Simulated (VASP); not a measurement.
Input of a VASP 6.6.1 run:

INCAR

```
SYSTEM = SrTe
ALGO = Normal
EDIFF = 1E-6
ENCUT = 500
GGA = PS
GGA_COMPAT = .FALSE.
ISIF = 2
ISMEAR = 0
LASPH = .TRUE.
LCHARG = .TRUE.
LORBIT = 11
LORBMOM = .TRUE.
LREAL = .FALSE.
LSORBIT = .TRUE.
LVHAR = .TRUE.
LWAVE = .FALSE.
MAGMOM = 0 0 0 0 0 0
NBANDS = 28
NELM = 200
PREC = Accurate
SIGMA = 0.05
```

Contents of KPOINTS:

```
k-points
0
G
  6 6 6
  0 0 0
```

File POSCAR:

```
SrTe
1.0
    0.0000000000      3.2349999084      3.2349999084
    3.2349999084      0.0000000000      3.2349999084
    3.2349999084      3.2349999084      0.0000000000
Sr Te
1 1
Direct
    0.5000000000      0.5000000000      0.5000000000
    0.0000000000      0.0000000000      0.0000000000
```

Potentials or basis: VASP PAW PBE potentials, release 64 (Sr_sv, Te).

Launch:

```sh
$ cat potpaw_PBE.64/Sr_sv/POTCAR potpaw_PBE.64/Te/POTCAR > POTCAR
$ mpirun -np 1 vasp_ncl > vasp.out
```

(1) Estimate the pressure.

(2) What does it give for the net moment?

Results:

(1) 2.8 GPa.

(2) 0.00 μB per cell.

Caveat: the PAW data sets were made with another functional, which shifts forces and pressure a little.
